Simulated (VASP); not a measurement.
# Be (P6_3/mmc) in VASP: a series of runs

Be is run at these levels: PBEsol; tasks: single point.

Everything below comes from runs of VASP 6.6.1. Logs are shortened: lines on timing, memory, paths and dates and some standing lists are left out, and cuts for length are marked.

## 1. The cell of the first run

Symmetry: P6_3/mmc, No. 194, hexagonal system. Conventional cell: a = 2.196 Å, b = 2.196 Å, c = 3.453 Å, α = 90.00°, β = 90.00°, γ = 120.00°. Within 2.8 Å of Be (site symmetry -6m2) lie 12 Be at 2.14 to 2.20 Å.

## 2. Single point, PBEsol (7.21 Å³/atom)

Input file INCAR:

```
SYSTEM = Be
PREC = Accurate ; ENCUT = 520
EDIFF = 1E-6 ; ISMEAR = -1
SIGMA = 0.1 ; LREAL = .False.
LASPH = .True. ; NELM = 100
ALGO = Normal ; ISIF = 2
LWAVE = .False. ; LCHARG = .True.
GGA = PS ; LELF = .True.
LVHAR = .True. ; NBANDS = 9
```

Input file KPOINTS:

```
regular mesh
0
Gamma
  26 26 15
  0 0 0
```

Input file POSCAR:

```
Be
1.0
    2.1961785305      0.0000000000      0.0000000000
   -1.0980892653      1.9019463987      0.0000000000
    0.0000000000      0.0000000000      3.4530298125
Be
2
Direct
    0.3333333333      0.6666666667      0.2500000000
    0.6666666667      0.3333333333      0.7500000000
```

Potentials or basis: VASP PAW PBE potentials, release 64 (Be).

The run is started by

```sh
> cat potpaw_PBE.64/Be/POTCAR > POTCAR
> mpirun -np 1 vasp_std > vasp.out
```

OUTCAR:

```text
SYSTEM = Be
   PREC = Accurate
   ENCUT = 520
   EDIFF = 1E-6
   ISMEAR = -1
   LREAL = .False.
   LASPH = .True.
   NELM = 100
   ISIF = 2
   GGA = PS

 ion  position               nearest neighbor table
   1  0.333  0.667  0.250-   2 2.14   2 2.14   2 2.14   2 2.14   2 2.14   2 2.14
   2  0.667  0.333  0.750-   1 2.14   1 2.14   1 2.14   1 2.14   1 2.14   1 2.14

  LATTYP: Found a hexagonal cell.
 ALAT       =     2.1961785305
 C/A-ratio  =     1.5722901233

  Lattice vectors:

 A1 = (   2.1961785305,   0.0000000000,   0.0000000000)
 A2 = (  -1.0980892653,   1.9019463987,   0.0000000000)
 A3 = (   0.0000000000,   0.0000000000,   3.4530298125)

Analysis of symmetry for initial positions (statically):
=====================================================================
 Subroutine PRICEL returns:
 Original cell was already a primitive cell.

 Routine SETGRP: Setting up the symmetry group for a
 hexagonal supercell.

 Subroutine GETGRP returns: Found 24 space group operations
 (whereof 12 operations were pure point group operations)
 out of a pool of 24 trial point group operations.

The static configuration has the point symmetry D_3d.
 The point group associated with its full space group is D_6h.

Analysis of symmetry for dynamics (positions and initial velocities):
=====================================================================
 Subroutine PRICEL returns:
 Original cell was already a primitive cell.

 Routine SETGRP: Setting up the symmetry group for a
 hexagonal supercell.

 Subroutine GETGRP returns: Found 24 space group operations
 (whereof 12 operations were pure point group operations)
 out of a pool of 24 trial point group operations.

The dynamic configuration has the point symmetry D_3d.
 The point group associated with its full space group is D_6h.

 Subroutine INISYM returns: Found 24 space group operations
 (whereof 12 operations are pure point group operations),
 and found     1 'primitive' translations

----------------------------------------------------------------------------------------

                                     Primitive cell

  volume of cell :      14.4234

  direct lattice vectors                    reciprocal lattice vectors
     2.196178531  0.000000000  0.000000000     0.455336388  0.262888586  0.000000000
    -1.098089265  1.901946399  0.000000000     0.000000000  0.525777173  0.000000000
     0.000000000  0.000000000  3.453029813     0.000000000  0.000000000  0.289600743

  length of vectors
     2.196178531  2.196178531  3.453029813     0.525777173  0.525777173  0.289600743

  position of ions in fractional coordinates (direct lattice)
     0.333333333  0.666666667  0.250000000
     0.666666667  0.333333333  0.750000000

  ion indices of the primitive-cell ions
   primitive index   ion index
                 1           1
                 2           2

----------------------------------------------------------------------------------------

 KPOINTS: regular mesh

Automatic generation of k-mesh.
 Grid dimensions read from file:
 generate k-points for:   26   26   15

 Generating k-lattice:

  Cartesian coordinates                     Fractional coordinates (reciprocal lattice)
     0.017512938  0.010111099  0.000000000     0.038461538 -0.000000000  0.000000000
     0.000000000  0.020222199  0.000000000     0.000000000  0.038461538  0.000000000
     0.000000000  0.000000000  0.019306716     0.000000000  0.000000000  0.066666667

  Length of vectors
     0.020222199  0.020222199  0.019306716

  Shift w.r.t. Gamma in fractional coordinates (k-lattice)
     0.000000000  0.000000000  0.000000000

 Subroutine IBZKPT returns following result:
 ===========================================

 Found    560 irreducible k-points:

 Following reciprocal coordinates:
            Coordinates               Weight
  0.000000  0.000000  0.000000      1.000000
  0.038462  0.000000  0.000000      6.000000
  0.076923  0.000000  0.000000      6.000000
  0.115385  0.000000  0.000000      6.000000
  0.153846  0.000000  0.000000      6.000000
  0.192308  0.000000  0.000000      6.000000
[... 16 lines left out ...]
  0.346154  0.038462  0.000000     12.000000
  0.384615  0.038462  0.000000     12.000000
 [... further k-points ...]
   k-points           NKPTS =    560   k-points in BZ     NKDIM =    560   number of bands    NBANDS=      9
   number of dos      NEDOS =    301   number of ions     NIONS =      2
   total plane-waves  NPLWV =   7168
   dimension x,y,z NGX =    16 NGY =   16 NGZ =   28
   dimension x,y,z NGXF=    32 NGYF=   32 NGZF=   56
   ions per type =               2
   NGX,Y,Z   is equivalent  to a cutoff of  12.11, 12.11, 13.48 a.u.
   NGXF,Y,Z  is equivalent  to a cutoff of  24.22, 24.22, 26.96 a.u.
 SYSTEM =  Be
   PREC   = accura    normal or accurate (medium, high low for compatibility)
   ISTART =      0    job   : 0-new  1-cont  2-samecut
   ICHARG =      2    charge: 1-file 2-atom 10-const
   ISPIN  =      1    spin polarized calculation?
   LNONCOLLINEAR =      F non collinear calculations
   LSORBIT =      F    spin-orbit coupling
   LASPH  =      T    aspherical Exc in radial PAW
   ENCUT  =  520.0 eV  38.22 Ry    6.18 a.u.   4.08  4.08  6.42*2*pi/ulx,y,z
   NELM   =    100;   NELMIN=  2; NELMDL= -5     # of ELM steps
   EDIFF  = 0.1E-05   stopping-criterion for ELM
   LREAL  =      F    real-space projection
   EDIFFG = 0.1E-04   stopping-criterion for IOM
   NSW    =      0    number of steps for IOM
   IBRION =     -1    ionic relax: 0-MD 1-quasi-New 2-CG
   NFREE  =      0    steps in history (QN), initial steepest desc. (CG)
   ISIF   =      2    stress and relaxation
   ISYM   =      2    0-nonsym 1-usesym 2-fastsym
   POTIM  = 0.5000    time-step for ionic-motion
   TEBEG  =    0.0;   TEEND  =   0.0 temperature during run
   PSTRESS=    0.0 pullay stress
   NELECT =       4.0000    total number of electrons
   NUPDOWN=      -1.0000    fix difference up-down
   EMIN   =  10.00;   EMAX   =-10.00  energy-range for DOS
   EFERMI =   0.00;   METHOD = LEGACY
   ISMEAR =    -1;   SIGMA  =   0.10  broadening in eV -4-tet -1-fermi 0-gaus
   EFERMI_NEDOS =   21; number of points for ismear=-14 and -15
   IALGO  =     38    algorithm
   IMIX   =      4    mixing-type and parameters
     AMIX     =   0.40;   BMIX     =  1.00
     AMIX_MAG =   1.60;   BMIX_MAG =  1.00
  volume/ion in A,a.u.               =       7.21        48.67
  Fermi-wavevector in a.u.,A,eV,Ry     =   1.067594  2.017460 15.507332  1.139757
  Thomas-Fermi vector in A             =   2.203215
   LORBIT       =      0    0 simple, 1 ext, 2 COOP (PROOUT), +10 PAW based schemes
   GGA     = PS    functional components
   LHFCALC =     F    Hartree Fock is set to
   AEXX    =    0.0000 exact exchange contribution
   IVDW    =     0    specifies the selected vdW correction
   LEPSILON=     F    determine dielectric tensor
   LRPA    =     F    only Hartree local field effects (RPA)
 non-spin polarized calculation
  energy-cutoff  :      520.00
  volume of cell :       14.42
 maximum number of plane-waves:       400
   NGX =  9   NGY =  9   NGZ = 13

 number of electron       4.0000000 magnetization

 Free energy of the ion-electron system (eV)
  ---------------------------------------------------
  ext. energy  EPLUGINS =         0.00000000
  ---------------------------------------------------
  free energy    TOTEN  =        -7.95315262 eV

  energy without entropy =       -7.95035026  energy(sigma->0) =       -7.95175144

 E-fermi :   7.8100     XC(G=0): -10.9137

 val. band max:        7.7490688220   @ k =   0.3462   0.0000   0.0000
 cond. band min:       7.8887753296   @ k =   0.3462   0.3077   0.4667
 fundamental gap:      0.1397065076
 Fermi energy:         7.8099807605

 k-point     1 :       0.0000    0.0000    0.0000
  band No.  band energies     occupation
      1      -4.0592      2.00000
      2       3.0043      2.00000
      3       9.2727      0.00000
      4      24.9394      0.00000
      5      24.9394      0.00000
      6      27.9821      0.00000
      7      27.9821      0.00000
      8      30.3604      0.00000
      9      36.4447      0.00000

 k-point     2 :       0.0385    0.0000    0.0000
  band No.  band energies     occupation
      1      -4.0155      2.00000
      2       3.0637      2.00000
      3       9.2814      0.00000
      4      24.5451      0.00000
      5      24.6186      0.00000
      6      27.9998      0.00000
      7      28.1768      0.00000
      8      30.2737      0.00000
      9      35.5767      0.00000

 k-point     3 :       0.0769    0.0000    0.0000
  band No.  band energies     occupation
      1      -3.8844      2.00000
      2       3.2418      2.00000
      3       9.3062      0.00000
      4      23.4961      0.00000
      5      23.8813      0.00000
      6      28.0260      0.00000
      7      28.5131      0.00000
      8      29.9908      0.00000
      9      34.1385      0.00000

 k-point     4 :       0.1154    0.0000    0.0000
  band No.  band energies     occupation
      1      -3.6657      2.00000
      2       3.5384      2.00000
      3       9.3423      0.00000
      4      22.0524      0.00000
      5      23.0035      0.00000
      6      28.0159      0.00000
      7      28.6877      0.00000
      8      29.4455      0.00000
      9      32.5124      0.00000

 k-point     5 :       0.1538    0.0000    0.0000
  band No.  band energies     occupation
      1      -3.3592      2.00000
      2       3.9530      2.00000
      3       9.3789      0.00000
      4      20.4382      0.00000
      5      22.1125      0.00000
      6      27.8873      0.00000
      7      28.5504      0.00000
      8      28.6104      0.00000
      9      30.9082      0.00000

 k-point     6 :       0.1923    0.0000    0.0000
  band No.  band energies     occupation
      1      -2.9649      2.00000
      2       4.4850      2.00000
      3       9.3931      0.00000
      4      18.8149      0.00000
      5      21.2643      0.00000
      6      27.2648      0.00000
      7      27.3823      0.00000
      8      28.3313      0.00000
      9      29.6867      0.00000
[... 169 lines left out ...]
 k-point    21 :       0.2692    0.0385    0.0000
  band No.  band energies     occupation
      1      -1.5630      2.00000
      2       6.3628      2.00000
      3       8.9937      0.00001
      4      15.4719      0.00000
      5      19.1947      0.00000
      6      22.9456      0.00000
      7      24.2279      0.00000
      8      27.1836      0.00000
      9      29.3279      0.00000

 k-point    22 :       0.3077    0.0385    0.0000
  band No.  band energies     occupation
      1      -0.8665      2.00000
      2       7.2903      1.98900
      3       8.4277      0.00414
      4      14.7874      0.00000
      5      18.6040      0.00000
      6      21.0929      0.00000
      7      22.8979      0.00000
      8      26.7996      0.00000
      9      29.3214      0.00000

 k-point    23 :       0.3462    0.0385    0.0000
  band No.  band energies     occupation
      1      -0.0919      2.00000
      2       7.5880      1.80409
      3       8.3188      0.01226
      4      14.5352      0.00000
      5      18.0795      0.00000
      6      19.2800      0.00000
      7      21.7081      0.00000
      8      26.4713      0.00000
      9      29.3476      0.00000

 k-point    24 :       0.3846    0.0385    0.0000
  band No.  band energies     occupation
      1       0.7464      2.00000
      2       6.5808      1.99999
      3       9.4303      0.00000
      4      14.6150      0.00000
      5      17.5596      0.00000
      6      17.6035      0.00000
      7      20.7248      0.00000
      8      26.2147      0.00000
      9      29.3820      0.00000

 [... further k-points ...]

------------------------ aborting loop because EDIFF is reached ----------------------------------------

  FORCE on cell =-STRESS in cart. coord.  units (eV):
  Direction    XX          YY          ZZ          XY          YZ          ZX
  --------------------------------------------------------------------------------------
  -------------------------------------------------------------------------------------
  Total        1.0228366      1.0228366      1.2870507     -0.0000000      0.0000000      0.0000000
  in kB      113.6189024    113.6189024    142.9683741     -0.0000000      0.0000000      0.0000000
  external PRESSURE =     123.4020597 kB  Pullay stress =       0.0000000 kB

 VOLUME and BASIS-vectors are now :
 -----------------------------------------------------------------------------
  energy-cutoff  :      520.00
  volume of cell :       14.42
      direct lattice vectors                 reciprocal lattice vectors
     2.196178531  0.000000000  0.000000000     0.455336388  0.262888586  0.000000000
    -1.098089265  1.901946399  0.000000000     0.000000000  0.525777173  0.000000000
     0.000000000  0.000000000  3.453029813     0.000000000  0.000000000  0.289600743

 POSITION                                       TOTAL-FORCE (eV/Angst)
 -----------------------------------------------------------------------------------
     -0.00000      1.26796      0.86326         0.000000      0.000000      0.000000
      1.09809      0.63398      2.58977        -0.000000     -0.000000      0.000000
 -----------------------------------------------------------------------------------
    total drift:                                0.000000     -0.000000      0.000000

  FREE ENERGIE OF THE ION-ELECTRON SYSTEM (eV)
  ---------------------------------------------------
  free  energy   TOTEN  =        -7.9531526172 eV

  energy  without entropy=       -7.9503502634  energy(sigma->0) =       -7.95175144
```

Wall time 22 s (1 thread of AMD EPYC 9R14 (Zen 4), shared host); peak memory 0.14 GiB.

What came out:

```
Free energy            : -7.9532 eV
Pressure               : 12.3 GPa
Band gap on the k mesh : zero (bands 2 and 3 overlap by 1.79 eV)
```

Levels at points of the mesh, in eV from the Fermi level:
```
           k point  band 1  band 2  band 3  band 4  band 5
(0.00, 0.00, 0.00)  -11.87   -4.81    1.46   17.13   17.13
(0.50, 0.00, 0.00)   -5.40   -3.24    3.83    6.81    7.39
```

Caveat: the cell stands under pressure; the PAW data sets were made with another functional, which shifts forces and pressure a little.

## 3. Single point, PBEsol (7.53 Å³/atom)

This run uses another cell than the first one, of 7.53 Å³/atom.

Input file INCAR:

```
ALGO = Normal
EDIFF = 1E-6
ENCUT = 520
GGA = PS
ISIF = 2
ISMEAR = -1
LASPH = T
LCHARG = T
LELF = T
LREAL = F
LVHAR = T
LWAVE = F
NBANDS = 9
NELM = 80
PREC = Accurate
SIGMA = 0.1
```

Input file KPOINTS:

```
k-points
0
Gamma
  26 26 15
```

Input file POSCAR:

```
Be
1.0
    2.2275567489      0.0000000000      0.0000000000
   -1.1137783745      1.9291207329      0.0000000000
    0.0000000000      0.0000000000      3.5023654754
Be
2
Direct
    0.3333333333      0.6666666667      0.2500000000
    0.6666666667      0.3333333333      0.7500000000
```

Potentials or basis: VASP PAW PBE potentials, release 64 (Be).

The run is started by

```sh
> cat potpaw_PBE.64/Be/POTCAR > POTCAR
> mpirun -np 1 vasp_std > vasp.out
```

It took 29 s on 1 thread of AMD EPYC 9R14 (Zen 4), shared host; peak memory 0.14 GiB.

Results (log left out):

```yaml
Free_energy: -7.9883 eV
Pressure: 5.8 GPa
Band_gap_on_the_k_mesh: zero (bands 2 and 3 overlap by 1.75 eV)
```

Stress tensor (GPa, compression positive):
```
5.16 0.00 0.00
0.00 5.16 0.00
0.00 0.00 7.16
```

Levels at points of the mesh, in eV from the Fermi level:
```tsv
k point	band 1	band 2	band 3	band 4	band 5
(0.00, 0.00, 0.00)	-11.65	-4.66	1.29	16.56	16.56
(0.50, 0.00, 0.00)	-5.25	-3.22	3.71	6.64	7.07
```

Caveat: the cell stands under pressure; the PAW data sets were made with another functional, which shifts forces and pressure a little.

(Continued in part 2 of 2.)
